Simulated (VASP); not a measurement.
Write the native input for VASP 6.6.1 that does the following.

| Quantity | Value |
| --- | --- |
| Task | relaxation of cell and atoms |
| Functional | PBE |
| Potentials or basis | VASP PAW PBE potentials, release 64 (Ru_pv, Ir) |
| Cutoff | 600 eV |
| k mesh | 6 × 6 × 1 |
| Occupations | gaussian, width 0.1 eV |
| Spin | no spin polarisation |
| Dipole correction | no |
| Further INCAR settings | ALGO = Normal; EDIFF = 1e-06; IBRION = 2; EDIFFG = -0.04; NSW = 90; ISIF = 3 |

The structure of Ir4Ru lies in POSCAR:

```
Ir4Ru
1.0
    2.7188851300      0.0000000000      0.0000000000
   -1.3594425600      2.3546235900      0.0000000000
    0.0000000000      0.0000000000     21.9415953000
Ru Ir
2 8
Direct
    0.3333333300      0.6666666700      0.7500000000
    0.6666666700      0.3333333300      0.2500000000
    0.3333333300      0.6666666700      0.9500000000
    0.3333333300      0.6666666700      0.1500000000
    0.3333333300      0.6666666700      0.3500000000
    0.3333333300      0.6666666700      0.5500000000
    0.6666666700      0.3333333300      0.0500000000
    0.6666666700      0.3333333300      0.4500000000
    0.6666666700      0.3333333300      0.6500000000
    0.6666666700      0.3333333300      0.8500000000
```

These files were run (other wordings do the same):

INCAR

```
PREC = Accurate ; ENCUT = 600
EDIFF = 1E-6 ; ISMEAR = 0
SIGMA = 0.1 ; LREAL = F
LASPH = T ; NELM = 100
ALGO = Normal ; ISIF = 3
LWAVE = F ; LCHARG = F
GGA = PE ; IBRION = 2
NSW = 90 ; EDIFFG = -0.04
```

KPOINTS

```
Automatic mesh
0
Gamma
  6 6 1
```

Potentials or basis: VASP PAW PBE potentials, release 64 (Ru_pv, Ir).

Run with:

```bash
$ cat potpaw_PBE.64/Ru_pv/POTCAR potpaw_PBE.64/Ir/POTCAR > POTCAR
$ mpirun -np 1 vasp_std > vasp.out
```

Results of the run:

```
Relaxed volume                        : 14.47 Å³/atom
Relaxed cell                          : a = 2.768 Å, b = 2.768 Å, c = 21.806 Å, α = 90.00°, β = 90.00°, γ = 120.00°
Space group after relaxing (to 0.1 Å) : P6_3/mmc (No. 194)
Energy gained by relaxing             : 28.1 meV/atom
Ionic steps                           : 9
Pressure after relaxing               : -0.3 GPa
Largest force after relaxing          : 0.008 eV/Å
Band gap on the k mesh                : zero (bands 50 and 51 overlap by 2.51 eV)
```

Caveat: the k points lie up to 0.44 Å⁻¹ apart in the final cell, too coarse for converged energies and pressures of a metal; spin-orbit coupling is left out, which moves the levels of the heavy elements.

Run time: 18 min on 1 thread of Intel(R) Xeon(R) Platinum 8488C (Sapphire Rapids), with other jobs on the host, peak memory 0.37 GiB.
